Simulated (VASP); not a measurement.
# ScSi10 (P-31m) in VASP: notebook, part 3 of 3

VASP 6.6.1.

## Step 7: Single point, PBE

This run uses another cell than the first one, of 17.57 Å³/atom, 1.244 times its volume.

The input, INCAR:

```
ALGO = Normal ; EDIFF = 1E-7
ENCUT = 520 ; GGA = PE
ISIF = 2 ; ISMEAR = 0
LASPH = T ; LCHARG = F
LREAL = F ; LWAVE = F
NBANDS = 36 ; NELM = 60
PREC = Accurate ; SIGMA = 0.1
```

The input, KPOINTS:

```
k-points
0
Gamma
  6 6 8
```

The input, POSCAR:

```
ScSi10
1.0
    5.8795591497      0.0000000000      0.0000000000
   -2.9397795748      5.0918475867      0.0000000000
    0.0000000000      0.0000000000      6.4558053728
Sc Si
1 10
Direct
    0.0000000000      0.0000000000      0.0000000000
    0.3333333333      0.6666666667      0.1849118739
    0.3333333333      0.6666666667      0.8150881261
    0.6666666667      0.3333333333      0.8150881261
    0.6666666667      0.3333333333      0.1849118739
    0.2740796497      0.0000000000      0.6488630928
    0.0000000000      0.2740796497      0.6488630928
    0.7259203503      0.7259203503      0.6488630928
    0.0000000000      0.7259203503      0.3511369072
    0.7259203503      0.0000000000      0.3511369072
    0.2740796497      0.2740796497      0.3511369072
```

Potentials or basis: VASP PAW PBE potentials, release 64 (Sc_sv, Si).

On the command line:

```
> cat potpaw_PBE.64/Sc_sv/POTCAR potpaw_PBE.64/Si/POTCAR > POTCAR
> mpirun -np 1 vasp_std > vasp.out
```

OUTCAR:

```text
EDIFF = 1E-7
   ENCUT = 520
   GGA = PE
   ISIF = 2
   ISMEAR = 0
   LASPH = T
   LREAL = F
   NELM = 60
   PREC = Accurate

 ion  position               nearest neighbor table
   1  0.000  0.000  0.000-   7 2.78   9 2.78   6 2.78  10 2.78   8 2.78  11 2.78
   2  0.333  0.667  0.185-   3 2.39   9 2.41  10 2.41  11 2.41
   3  0.333  0.667  0.815-   2 2.39   6 2.41   7 2.41   8 2.41
   4  0.667  0.333  0.815-   5 2.39   7 2.41   6 2.41   8 2.41
   5  0.667  0.333  0.185-   4 2.39  10 2.41   9 2.41  11 2.41
   6  0.274  0.000  0.649-   3 2.41   4 2.41  11 2.51   9 2.51   1 2.78   7 2.79   8 2.79
   7  0.000  0.274  0.649-   4 2.41   3 2.41  11 2.51  10 2.51   1 2.78   6 2.79   8 2.79
[... 1162 lines left out ...]

 VOLUME and BASIS-vectors are now :
 -----------------------------------------------------------------------------
  energy-cutoff  :      520.00
  volume of cell :      193.27
      direct lattice vectors                 reciprocal lattice vectors
     5.879559150  0.000000000  0.000000000     0.170080779  0.098196184  0.000000000
    -2.939779575  5.091847587  0.000000000     0.000000000  0.196392367  0.000000000
     0.000000000  0.000000000  6.455805373     0.000000000  0.000000000  0.154899341

 POSITION                                       TOTAL-FORCE (eV/Angst)
 -----------------------------------------------------------------------------------
      0.00000      0.00000      0.00000         0.000000      0.000000     -0.000000
     -0.00000      3.39457      1.19376         0.000000      0.000000     -0.003017
     -0.00000      3.39457      5.26205         0.000000      0.000000      0.003017
      2.93978      1.69728      5.26205         0.000000      0.000000      0.003017
      2.93978      1.69728      1.19376         0.000000      0.000000     -0.003017
      1.61147      0.00000      4.18893         0.003233      0.000000     -0.003665
     -0.80573      1.39557      4.18893        -0.001616      0.002800     -0.003665
      2.13405      3.69628      4.18893        -0.001616     -0.002800     -0.003665
     -2.13405      3.69628      2.26687         0.001616     -0.002800      0.003665
      4.26809      0.00000      2.26687        -0.003233      0.000000      0.003665
      0.80573      1.39557      2.26687         0.001616      0.002800      0.003665
 -----------------------------------------------------------------------------------
    total drift:                                0.000000     -0.000000     -0.000000

  FREE ENERGIE OF THE ION-ELECTRON SYSTEM (eV)
  ---------------------------------------------------
  free  energy   TOTEN  =       -57.6401648314 eV

  energy  without entropy=      -57.6125256860  energy(sigma->0) =      -57.62634526
```

OSZICAR:

```text
N       E                     dE             d eps       ncg     rms          rms(c)
DAV:   1     0.301288625730E+03    0.30129E+03   -0.19257E+04  3168   0.123E+03
DAV:   2    -0.239793848716E+02   -0.32527E+03   -0.31318E+03  3224   0.321E+02
DAV:   3    -0.579890844778E+02   -0.34010E+02   -0.32141E+02  4688   0.811E+01
DAV:   4    -0.598733536387E+02   -0.18843E+01   -0.18379E+01  4976   0.202E+01
DAV:   5    -0.599054829675E+02   -0.32129E-01   -0.31969E-01  4432   0.259E+00    0.118E+01
DAV:   6    -0.578397797310E+02    0.20657E+01   -0.91924E+00  5144   0.182E+01    0.621E+00
DAV:   7    -0.577512476689E+02    0.88532E-01   -0.23130E+00  5376   0.102E+01    0.417E+00
DAV:   8    -0.576825250908E+02    0.68723E-01   -0.89781E-01  5248   0.635E+00    0.134E+00
DAV:   9    -0.576426048227E+02    0.39920E-01   -0.33845E-01  5280   0.427E+00    0.410E-01
DAV:  10    -0.576400635475E+02    0.25413E-02   -0.15222E-02  5168   0.785E-01    0.170E-01
DAV:  11    -0.576402635137E+02   -0.19997E-03   -0.15807E-03  4920   0.232E-01    0.941E-02
DAV:  12    -0.576401700221E+02    0.93492E-04   -0.82432E-04  5120   0.211E-01    0.332E-02
DAV:  13    -0.576401658272E+02    0.41949E-05   -0.85940E-05  5324   0.710E-02    0.108E-02
DAV:  14    -0.576401655795E+02    0.24766E-06   -0.29209E-06  3920   0.886E-03    0.643E-03
DAV:  15    -0.576401649159E+02    0.66365E-06   -0.40565E-06  4940   0.144E-02    0.213E-03
DAV:  16    -0.576401648314E+02    0.84550E-07   -0.29866E-07  3708   0.451E-03
   1 F= -.57640165E+02 E0= -.57626345E+02  d E =-.276391E-01
```

stdout:

```text
POSCAR found type information on POSCAR ScSi
 POSCAR found :  2 types and      11 ions
 scaLAPACK will be used
 LDA part: xc-table for (Slater+PW92), standard interpolation
 POSCAR, INCAR and KPOINTS ok, starting setup
 FFT: planning ... GRIDC
 FFT: planning ... GRID_SOFT
 FFT: planning ... GRID
 WAVECAR not read
 entering main loop
```

It took 15 min on 1 thread of Oxide Virtual Turin-like, shared host; peak memory 0.44 GiB.

What came out:

* Free energy: -57.6402 eV
* Pressure: -0.1 GPa
* Largest force: 0.005 eV/Å

Forces on the atoms (eV/Å):
```
Sc   0.000  0.000  0.000
Si   0.000  0.000 -0.003
Si   0.000  0.000  0.003
Si   0.000  0.000  0.003
Si   0.000  0.000 -0.003
Si   0.003  0.000 -0.004
Si  -0.002  0.003 -0.004
Si  -0.002 -0.003 -0.004
Si   0.002 -0.003  0.004
Si  -0.003  0.000  0.004
Si   0.002  0.003  0.004
```

## Step 8: Summary

| task | cell | k mesh | cutoff (eV) | gap on the mesh (eV) | pressure (GPa) | largest force (eV/Å) |
| --- | --- | --- | --- | --- | --- | --- |
| single point | a = 6.230, b = 6.230, c = 4.622 Å, angles 90.0, 90.0, 120.0°, 11 atoms | 3 × 3 × 4 | 520 | none | 41.9 | 1.77 |
| single point | a = 6.892, b = 6.892, c = 5.005 Å, angles 90.0, 90.0, 120.0°, 11 atoms | 3 × 3 × 4 | 520 | none | 0.0 | 0.01 |
| single point | a = 5.881, b = 5.881, c = 6.452 Å, angles 90.0, 90.0, 120.0°, 11 atoms | 6 × 6 × 6 | 520 | none | -0.1 | 0.01 |
| relaxation of cell and atoms | relaxed from a = 6.230, b = 6.230, c = 4.622 Å, angles 90.0, 90.0, 120.0°, 11 atoms | 3 × 3 × 4 | 600 | none | 0.2 | 0.04 |
| single point | a = 5.880, b = 5.880, c = 6.456 Å, angles 90.0, 90.0, 120.0°, 11 atoms | 6 × 6 × 8 | 520 | none | -0.1 | - |

Alike in all rows: level PBE; potentials or basis VASP PAW PBE potentials, release 64 (Sc_sv, Si); no spin polarisation; smearing gaussian 0.1 eV.

Caveats: some runs use coarse meshes; forces of over 1 eV/Å act on the atoms, so gaps and moduli don't describe the material at rest (some runs); the volume moved by over 15 % at a fixed basis, so the end points are rough (some runs).

Absolute energies hang on the potentials; compare differences alone.
